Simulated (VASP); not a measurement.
Wanted: the native input for a VASP 6.6.1 run.

| Quantity | Value |
| --- | --- |
| Task | single point |
| Functional | PBEsol |
| Potentials or basis | VASP PAW PBE potentials, release 64 (Cu, Al) |
| Cutoff | 600 eV |
| k mesh | 7 × 7 × 7 |
| Occupations | fermi-dirac, width 0.05 eV |
| Spin | no spin polarisation |
| Dipole correction | no |
| Further INCAR settings | ALGO = Normal; EDIFF = 1e-06; NBANDS = 18 |

The structure of Al3Cu lies in POSCAR:

```
Al3Cu
1.0
    3.9241510000      0.0000000000      0.0000000000
    0.0000000000      3.9241510000      0.0000000000
    0.0000000000      0.0000000000      3.9241510000
Cu Al
1 3
Direct
    0.0000000000      0.0000000000      0.0000000000
    0.5000000000      0.5000000000      0.0000000000
    0.5000000000      0.0000000000      0.5000000000
    0.0000000000      0.5000000000      0.5000000000
```

The input as run:

INCAR

```
SYSTEM = Al3Cu
PREC = Accurate
ENCUT = 600
EDIFF = 1E-6
ISMEAR = -1
SIGMA = 0.05
LREAL = .FALSE.
LASPH = .TRUE.
NELM = 120
ALGO = Normal
ISIF = 2
LWAVE = .FALSE.
LCHARG = .FALSE.
GGA = PS
NBANDS = 18
GGA_COMPAT = .FALSE.
```

KPOINTS

```
regular mesh
0
G
  7 7 7
  0 0 0
```

Potentials or basis: VASP PAW PBE potentials, release 64 (Cu, Al).

Launch:

```sh
$ cat potpaw_PBE.64/Cu/POTCAR potpaw_PBE.64/Al/POTCAR > POTCAR
$ mpirun -np 1 vasp_std > vasp.out
```

It gave:

```json
{
 "Pressure": "-2.4 GPa",
 "Band gap on the k mesh": "zero (band 10 reaches 10.06 eV, above the bottom of band 11 at 6.43 eV)"
}
```

Caveat: the PAW data sets were made with another functional, which shifts forces and pressure a little.

Wall time 35 s on 1 thread of Intel Xeon 8259CL, with other jobs on the host, peak memory 0.18 GiB.
